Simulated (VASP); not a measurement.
A run of VASP 6.6.1:

File INCAR:

```
SYSTEM = BeS
ALGO     = Normal         ! electronic algorithm
EDIFF    = 1E-7           ! SCF threshold, eV
EDIFFG   = -0.005         ! ionic threshold
ENCUT    = 600            ! plane-wave cutoff, eV
GGA      = PE             ! functional
IBRION   = 2              ! ionic algorithm
ISIF     = 3              ! what is computed and relaxed
ISMEAR   = -1             ! smearing method
LASPH    = .True.         ! aspherical terms in the spheres
LCHARG   = .False.        ! write CHGCAR
LREAL    = .False.        ! projectors in reciprocal space
LWAVE    = .False.        ! write WAVECAR
NELM     = 60             ! most SCF steps
NSW      = 80             ! ionic steps
PREC     = Accurate       ! precision mode
SIGMA    = 0.02           ! smearing width, eV
```

File KPOINTS:

```
k-points
0
Gamma
  12 12 6
  0 0 0
```

Contents of POSCAR:

```
BeS
1.0
    2.8953461700      0.0000000000      0.0000000000
   -1.4476730850      2.5074433360      0.0000000000
    0.0000000000      0.0000000000      4.7194142571
Be S
2 2
Direct
    0.0000000000      0.0000000000      0.0000000000
    0.0000000000      0.0000000000      0.5000000000
    0.3333333333      0.6666666667      0.2500000000
    0.6666666667      0.3333333333      0.7500000000
```

Potentials or basis: VASP PAW PBE potentials, release 64 (Be, S).

Launch:

```sh
$ cat potpaw_PBE.64/Be/POTCAR potpaw_PBE.64/S/POTCAR > POTCAR
$ mpirun -np 1 vasp_std > vasp.out
```

Hardware: 1 thread of Intel Xeon 6975P-C (shared host).

**Question.** How long does it take, and how much memory?

**Answer.** Wall time 110 s on 1 thread of Intel Xeon 6975P-C, with other jobs on the host, peak memory 0.18 GiB. Counts: scf iterations 64, k points 76, ion steps 7.
